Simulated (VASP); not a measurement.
Wanted: the native input for a VASP 6.6.1 run.

```yaml
Task: single point
Functional: PBE
Potentials_or_basis: VASP PAW PBE potentials, release 64 (La, Lu, As)
Cutoff: 520 eV
k_mesh: 6 × 6 × 6
Occupations: methfessel-paxton, width 0.5 eV
Spin: no spin polarisation
Dipole_correction: no
Further_INCAR_settings: ALGO = Normal; EDIFF = 1e-06; NBANDS = 31
```

The structure of LaLuAs2 lies in POSCAR:

```
LaLuAs2
1.0
    2.1030128214      1.2141750185      6.8415684001
   -2.1030128214      1.2141750185      6.8415684001
    0.0000000000     -2.4283500371      6.8415684001
La Lu As
1 1 2
Direct
    1.0000000000      0.0000000000      0.0000000000
    0.5000000000      0.5000000000      0.5000000000
    0.2433640479      0.2433640479      0.2433640479
    0.7566359521      0.7566359521      0.7566359521
```

These files were run (other wordings do the same):

INCAR

```
SYSTEM = LaLuAs2
PREC     = Accurate       ! precision mode
ENCUT    = 520            ! plane-wave cutoff, eV
EDIFF    = 1E-6           ! SCF threshold, eV
ISMEAR   = 1              ! smearing method
SIGMA    = 0.5            ! smearing width, eV
LREAL    = .False.        ! projectors in reciprocal space
LASPH    = .True.         ! aspherical terms in the spheres
NELM     = 100            ! most SCF steps
ALGO     = Normal         ! electronic algorithm
ISIF     = 2              ! what is computed and relaxed
LWAVE    = .False.        ! write WAVECAR
LCHARG   = .False.        ! write CHGCAR
GGA      = PE             ! functional
NBANDS   = 31             ! bands
```

KPOINTS

```
Automatic mesh
0
Gamma
  6 6 6
  0 0 0
```

Potentials or basis: VASP PAW PBE potentials, release 64 (La, Lu, As).

Command:

```console
$ cat potpaw_PBE.64/La/POTCAR potpaw_PBE.64/Lu/POTCAR potpaw_PBE.64/As/POTCAR > POTCAR
$ mpirun -np 1 vasp_std > vasp.out
```

Results of the run:

```
Pressure               : 0.4 GPa
Largest force          : 0.063 eV/Å
Band gap on the k mesh : zero (band 23 reaches 5.25 eV, above the bottom of band 24 at 4.65 eV)
```

Caveat: spin-orbit coupling is left out, which moves the levels of the heavy elements.

Run time: 2.7 min on 1 thread of Intel(R) Xeon(R) 6975P-C (Granite Rapids), with other jobs on the host, peak memory 0.49 GiB.
